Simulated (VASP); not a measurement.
# Zr (P6_3/mmc) in VASP: notebook, part 3 of 3

VASP 6.6.1. Earlier steps stand in the parts before.

## (5) Single point, PBEsol (strain -0.015 along x and y, -0.030 along z)

The input, INCAR:

```
PREC = Accurate ; ENCUT = 520
EDIFF = 1E-7 ; ISMEAR = 0
SIGMA = 0.15 ; LREAL = F
LASPH = T ; NELM = 100
ALGO = Fast ; ISIF = 2
LWAVE = F ; LCHARG = F
GGA = PS ; NBANDS = 19
```

The input, KPOINTS:

```
Automatic mesh
0
Gamma
  18 18 10
```

The input, POSCAR:

```
Zr
1.0
    3.1835182492      0.0000000000      0.0000000000
   -1.5917591246      2.7570076772      0.0000000000
    0.0000000000      0.0000000000      4.9925900000
Zr
2
Direct
    0.3333333333      0.6666666667      0.2500000000
    0.6666666667      0.3333333333      0.7500000000
```

Potentials or basis: VASP PAW PBE potentials, release 64 (Zr_sv).

On the command line:

```bash
$ cat potpaw_PBE.64/Zr_sv/POTCAR > POTCAR
$ mpirun -np 1 vasp_std > vasp.out
```

OUTCAR:

```text
PREC = Accurate
   ENCUT = 520
   EDIFF = 1E-7
   ISMEAR = 0
   LREAL = F
   LASPH = T
   NELM = 100
   ISIF = 2
   GGA = PS

 ion  position               nearest neighbor table
   1  0.333  0.667  0.250-   2 3.10   2 3.10   2 3.10   2 3.10   2 3.10   2 3.10
   2  0.667  0.333  0.750-   1 3.10   1 3.10   1 3.10   1 3.10   1 3.10   1 3.10

  LATTYP: Found a hexagonal cell.
 ALAT       =     3.1835182492
 C/A-ratio  =     1.5682617812

  Lattice vectors:

 A1 = (   3.1835182492,   0.0000000000,   0.0000000000)
 A2 = (  -1.5917591246,   2.7570076772,   0.0000000000)
 A3 = (   0.0000000000,   0.0000000000,   4.9925900000)

Analysis of symmetry for initial positions (statically):
=====================================================================
 Subroutine PRICEL returns:
 Original cell was already a primitive cell.

 Routine SETGRP: Setting up the symmetry group for a
 hexagonal supercell.

 Subroutine GETGRP returns: Found 24 space group operations
 (whereof 12 operations were pure point group operations)
 out of a pool of 24 trial point group operations.

The static configuration has the point symmetry D_3d.
 The point group associated with its full space group is D_6h.

Analysis of symmetry for dynamics (positions and initial velocities):
=====================================================================
 Subroutine PRICEL returns:
 Original cell was already a primitive cell.

 Routine SETGRP: Setting up the symmetry group for a
 hexagonal supercell.

 Subroutine GETGRP returns: Found 24 space group operations
 (whereof 12 operations were pure point group operations)
 out of a pool of 24 trial point group operations.

The dynamic configuration has the point symmetry D_3d.
 The point group associated with its full space group is D_6h.

 Subroutine INISYM returns: Found 24 space group operations
 (whereof 12 operations are pure point group operations),
 and found     1 'primitive' translations

----------------------------------------------------------------------------------------

                                     Primitive cell

  volume of cell :      43.8199

  direct lattice vectors                    reciprocal lattice vectors
     3.183518249  0.000000000  0.000000000     0.314117879  0.181356042  0.000000000
    -1.591759125  2.757007677  0.000000000     0.000000000  0.362712084  0.000000000
     0.000000000  0.000000000  4.992590000     0.000000000  0.000000000  0.200296840

  length of vectors
     3.183518249  3.183518249  4.992590000     0.362712084  0.362712084  0.200296840

  position of ions in fractional coordinates (direct lattice)
     0.333333333  0.666666667  0.250000000
     0.666666667  0.333333333  0.750000000

  ion indices of the primitive-cell ions
   primitive index   ion index
                 1           1
                 2           2

----------------------------------------------------------------------------------------

 KPOINTS: Automatic mesh

Automatic generation of k-mesh.
 Grid dimensions read from file:
 generate k-points for:   18   18   10

 Generating k-lattice:

  Cartesian coordinates                     Fractional coordinates (reciprocal lattice)
     0.017450993  0.010075336  0.000000000     0.055555556  0.000000000  0.000000000
     0.000000000  0.020150671  0.000000000     0.000000000  0.055555556  0.000000000
     0.000000000  0.000000000  0.020029684     0.000000000  0.000000000  0.100000000

  Length of vectors
     0.020150671  0.020150671  0.020029684

  Shift w.r.t. Gamma in fractional coordinates (k-lattice)
     0.000000000  0.000000000  0.000000000

 Subroutine IBZKPT returns following result:
 ===========================================

 Found    222 irreducible k-points:

 Following reciprocal coordinates:
            Coordinates               Weight
  0.000000  0.000000  0.000000      1.000000
  0.055556  0.000000  0.000000      6.000000
  0.111111  0.000000  0.000000      6.000000
  0.166667  0.000000  0.000000      6.000000
  0.222222  0.000000  0.000000      6.000000
  0.277778  0.000000  0.000000      6.000000
[... 16 lines left out ...]
  0.333333  0.111111  0.000000     12.000000
  0.388889  0.111111  0.000000     12.000000
 [... further k-points ...]
   k-points           NKPTS =    222   k-points in BZ     NKDIM =    222   number of bands    NBANDS=     19
   number of dos      NEDOS =    301   number of ions     NIONS =      2
   total plane-waves  NPLWV =  23040
   dimension x,y,z NGX =    24 NGY =   24 NGZ =   40
   dimension x,y,z NGXF=    48 NGYF=   48 NGZF=   80
   ions per type =               2
   NGX,Y,Z   is equivalent  to a cutoff of  12.53, 12.53, 13.32 a.u.
   NGXF,Y,Z  is equivalent  to a cutoff of  25.07, 25.07, 26.64 a.u.
 SYSTEM =  unknown system
   PREC   = accura    normal or accurate (medium, high low for compatibility)
   ISTART =      0    job   : 0-new  1-cont  2-samecut
   ICHARG =      2    charge: 1-file 2-atom 10-const
   ISPIN  =      1    spin polarized calculation?
   LNONCOLLINEAR =      F non collinear calculations
   LSORBIT =      F    spin-orbit coupling
   LASPH  =      T    aspherical Exc in radial PAW
   ENCUT  =  520.0 eV  38.22 Ry    6.18 a.u.   5.92  5.92  9.28*2*pi/ulx,y,z
   NELM   =    100;   NELMIN=  2; NELMDL= -5     # of ELM steps
   EDIFF  = 0.1E-06   stopping-criterion for ELM
   LREAL  =      F    real-space projection
   EDIFFG = 0.1E-05   stopping-criterion for IOM
   NSW    =      0    number of steps for IOM
   IBRION =     -1    ionic relax: 0-MD 1-quasi-New 2-CG
   NFREE  =      0    steps in history (QN), initial steepest desc. (CG)
   ISIF   =      2    stress and relaxation
   ISYM   =      2    0-nonsym 1-usesym 2-fastsym
   POTIM  = 0.5000    time-step for ionic-motion
   TEBEG  =    0.0;   TEEND  =   0.0 temperature during run
   PSTRESS=    0.0 pullay stress
   NELECT =      24.0000    total number of electrons
   NUPDOWN=      -1.0000    fix difference up-down
   EMIN   =  10.00;   EMAX   =-10.00  energy-range for DOS
   EFERMI =   0.00;   METHOD = LEGACY
   ISMEAR =     0;   SIGMA  =   0.15  broadening in eV -4-tet -1-fermi 0-gaus
   EFERMI_NEDOS =   21; number of points for ismear=-14 and -15
   IALGO  =     68    algorithm
   IMIX   =      4    mixing-type and parameters
     AMIX     =   0.40;   BMIX     =  1.00
     AMIX_MAG =   1.60;   BMIX_MAG =  1.00
  volume/ion in A,a.u.               =      21.91       147.86
  Fermi-wavevector in a.u.,A,eV,Ry     =   1.339435  2.531164 24.410008  1.794085
  Thomas-Fermi vector in A             =   2.467827
   LORBIT       =      0    0 simple, 1 ext, 2 COOP (PROOUT), +10 PAW based schemes
   GGA     = PS    functional components
   LHFCALC =     F    Hartree Fock is set to
   AEXX    =    0.0000 exact exchange contribution
   IVDW    =     0    specifies the selected vdW correction
   LEPSILON=     F    determine dielectric tensor
   LRPA    =     F    only Hartree local field effects (RPA)
 non-spin polarized calculation
 RMM-DIIS sequential band-by-band and
 Gauss-broadening in eV      SIGMA  =   0.15
  energy-cutoff  :      520.00
  volume of cell :       43.82
 maximum number of plane-waves:      1197
 NGX is ok and might be reduce to    24
   NGX = 11   NGY = 11   NGZ = 19

 number of electron      24.0000000 magnetization

 Free energy of the ion-electron system (eV)
  ---------------------------------------------------
  ext. energy  EPLUGINS =         0.00000000
  ---------------------------------------------------
  free energy    TOTEN  =       -18.15781524 eV

  energy without entropy =      -18.13615662  energy(sigma->0) =      -18.14698593

 E-fermi :   9.5615     XC(G=0): -11.4827

 val. band max:        9.5600022550   @ k =   0.2778   0.2222   0.5000
 cond. band min:       9.5650365991   @ k =   0.1111   0.0556   0.3000
 fundamental gap:      0.0050343441
 Fermi energy:         9.5614536972

 k-point     1 :       0.0000    0.0000    0.0000
  band No.  band energies     occupation
      1     -39.0763      2.00000
      2     -38.8641      2.00000
      3     -17.7647      2.00000
      4     -16.7073      2.00000
      5     -16.7073      2.00000
      6     -16.5220      2.00000
[... 11 lines left out ...]
     18      11.6780      0.00000
     19      14.2676      0.00000
[... 485 lines left out ...]
 k-point    24 :       0.3889    0.1111    0.0000
  band No.  band energies     occupation
      1     -38.9024      2.00000
      2     -38.8324      2.00000
      3     -17.4747      2.00000
      4     -17.2598      2.00000
      5     -17.2337      2.00000
      6     -16.9986      2.00000
[... 11 lines left out ...]
     18      15.1348      0.00000
     19      15.8451      0.00000

 [... further k-points ...]

------------------------ aborting loop because EDIFF is reached ----------------------------------------

  FORCE on cell =-STRESS in cart. coord.  units (eV):
  Direction    XX          YY          ZZ          XY          YZ          ZX
  --------------------------------------------------------------------------------------
  -------------------------------------------------------------------------------------
  Total        0.5363121      0.5363121      1.2398884      0.0000000      0.0000000      0.0000000
  in kB       19.6090674     19.6090674     45.3337838      0.0000000      0.0000000      0.0000000
  external PRESSURE =      28.1839728 kB  Pullay stress =       0.0000000 kB

 VOLUME and BASIS-vectors are now :
 -----------------------------------------------------------------------------
  energy-cutoff  :      520.00
  volume of cell :       43.82
      direct lattice vectors                 reciprocal lattice vectors
     3.183518249  0.000000000  0.000000000     0.314117879  0.181356042  0.000000000
    -1.591759125  2.757007677  0.000000000     0.000000000  0.362712084  0.000000000
     0.000000000  0.000000000  4.992590000     0.000000000  0.000000000  0.200296840

 POSITION                                       TOTAL-FORCE (eV/Angst)
 -----------------------------------------------------------------------------------
     -0.00000      1.83801      1.24815        -0.000000      0.000000      0.000000
      1.59176      0.91900      3.74444         0.000000     -0.000000      0.000000
 -----------------------------------------------------------------------------------
    total drift:                               -0.000000      0.000000     -0.000000

  FREE ENERGIE OF THE ION-ELECTRON SYSTEM (eV)
  ---------------------------------------------------
  free  energy   TOTEN  =       -18.1578152351 eV

  energy  without entropy=      -18.1361566208  energy(sigma->0) =      -18.14698593
```

OSZICAR:

```text
N       E                     dE             d eps       ncg     rms          rms(c)
DAV:   1     0.215809544284E+03    0.21581E+03   -0.13373E+04  8452   0.126E+03
DAV:   2    -0.245749712880E+01   -0.21827E+03   -0.21390E+03  9686   0.371E+02
DAV:   3    -0.184881182384E+02   -0.16031E+02   -0.15847E+02 15198   0.723E+01
[... 17 lines left out ...]
RMM:  21    -0.181578139436E+02   -0.26456E-05   -0.44973E-06 12602   0.157E-02    0.586E-03
RMM:  22    -0.181578146842E+02   -0.74062E-06   -0.25311E-06 10892   0.906E-03    0.224E-03
RMM:  23    -0.181578150055E+02   -0.32131E-06   -0.14996E-06  9103   0.624E-03    0.642E-04
RMM:  24    -0.181578151470E+02   -0.14147E-06   -0.91444E-07  8299   0.471E-03    0.175E-04
RMM:  25    -0.181578152351E+02   -0.88050E-07   -0.65640E-07  8079   0.369E-03
   1 F= -.18157815E+02 E0= -.18146986E+02  d E =-.216586E-01
```

Run time: 3 min. Hardware: 1 thread of Intel Xeon Platinum 8488C (Sapphire Rapids), shared host; peak memory 0.26 GiB.

Results:

* Free energy: -18.1578 eV
* Pressure: 2.8 GPa
* Band gap on the k mesh: zero (bands 12 and 13 overlap by 1.23 eV)

Levels at points of the mesh, in eV from the Fermi level:
```csv
k point,band 9,band 10,band 11,band 12,band 13,band 14,band 15,band 16
"(0.00, 0.00, 0.00)",-5.78,-3.22,0.82,0.82,1.17,1.56,1.62,1.62
"(0.50, 0.00, 0.00)",-2.82,-2.61,-2.31,-0.12,0.40,0.94,1.65,5.16
"(0.00, 0.00, 0.50)",-3.96,-3.96,0.11,0.11,0.69,0.69,0.69,0.69
"(0.50, 0.00, 0.50)",-3.06,-3.06,-1.14,-1.14,1.85,1.85,2.26,2.26
```

Caveat: the cell differs from its parent crystal (strain -0.015 along x and y, -0.030 along z); the PAW data sets were made with another functional, which shifts forces and pressure a little.

## (6) Single point, PBEsol (strain -0.030 along x and y, +0.015 along z)

The input, INCAR:

```
PREC     = Accurate       # precision mode
ENCUT    = 520            # plane-wave cutoff, eV
EDIFF    = 1E-6           # SCF threshold, eV
ISMEAR   = 0              # smearing method
SIGMA    = 0.15           # smearing width, eV
LREAL    = F              # projectors in reciprocal space
LASPH    = T              # aspherical terms in the spheres
NELM     = 100            # most SCF steps
ALGO     = Fast           # electronic algorithm
ISIF     = 2              # what is computed and relaxed
LWAVE    = F              # write WAVECAR
LCHARG   = T              # write CHGCAR
GGA      = PS             # functional
LELF     = T              # ELF
LVHAR    = T            
NBANDS   = 19             # bands
```

KPOINTS is that of step 5.

The input, POSCAR:

```
Zr
1.0
    3.1350382758      0.0000000000      0.0000000000
   -1.5675191379      2.7150227887      0.0000000000
    0.0000000000      0.0000000000      5.2242050000
Zr
2
Direct
    0.3333333333      0.6666666667      0.2500000000
    0.6666666667      0.3333333333      0.7500000000
```

Potentials or basis: VASP PAW PBE potentials, release 64 (Zr_sv).

On the command line:

```bash
$ cat potpaw_PBE.64/Zr_sv/POTCAR > POTCAR
$ mpirun -np 1 vasp_std > vasp.out
```

Run time: 2.6 min. Hardware: 1 thread of Intel Xeon Platinum 8488C (Sapphire Rapids), shared host; peak memory 0.26 GiB.

Results (log left out):

| Property | Result |
| --- | --- |
| Free energy | -18.1619 eV |
| Pressure | 0.8 GPa |
| Band gap on the k mesh | zero (bands 12 and 13 overlap by 1.21 eV) |

Stress tensor (GPa, compression positive):
```
 1.80  0.00  0.00
 0.00  1.80  0.00
 0.00  0.00 -1.07
```

Levels at points of the mesh, in eV from the Fermi level:
```csv
k point,band 10,band 11,band 12,band 13,band 14,band 15
"(0.00, 0.00, 0.00)",-3.16,0.66,0.97,0.97,1.03,1.60
"(0.50, 0.00, 0.00)",-2.56,-2.32,0.08,0.61,0.84,1.35
"(0.00, 0.00, 0.50)",-4.05,-0.14,-0.14,0.95,0.95,0.95
"(0.50, 0.00, 0.50)",-3.00,-1.25,-1.25,1.89,1.89,2.51
```

Caveat: the cell differs from its parent crystal (strain -0.030 along x and y, +0.015 along z); the PAW data sets were made with another functional, which shifts forces and pressure a little.

## (7) Overview

```csv
cell,further INCAR settings,gap on the mesh (eV),pressure (GPa)
"a = 3.135, b = 3.135, c = 4.993 Å, angles 90.0, 90.0, 120.0°, 2 atoms",ALGO = Fast; EDIFF = 1e-06; NBANDS = 19,none,6.2
"a = 3.135, b = 3.135, c = 5.070 Å, angles 90.0, 90.0, 120.0°, 2 atoms",ALGO = Fast; EDIFF = 1e-07; NBANDS = 19,none,4.2
"a = 3.135, b = 3.135, c = 5.147 Å, angles 90.0, 90.0, 120.0°, 2 atoms",ALGO = Fast; EDIFF = 1e-06; NBANDS = 19,none,2.4
"a = 3.184, b = 3.184, c = 4.993 Å, angles 90.0, 90.0, 120.0°, 2 atoms",ALGO = Fast; EDIFF = 1e-07; NBANDS = 19,none,2.8
"a = 3.135, b = 3.135, c = 5.224 Å, angles 90.0, 90.0, 120.0°, 2 atoms",ALGO = Fast; EDIFF = 1e-06; NBANDS = 19,none,0.8
```

Alike in all rows: task single point; level PBEsol; potentials or basis VASP PAW PBE potentials, release 64 (Zr_sv); no spin polarisation; k mesh 18 × 18 × 10; cutoff (eV) 520; smearing gaussian 0.15 eV.

Caveats: the PAW data sets were made with another functional, which shifts forces and pressure a little; the cell stands under pressure (at least some runs).

Absolute energies hang on the potentials; compare differences alone.
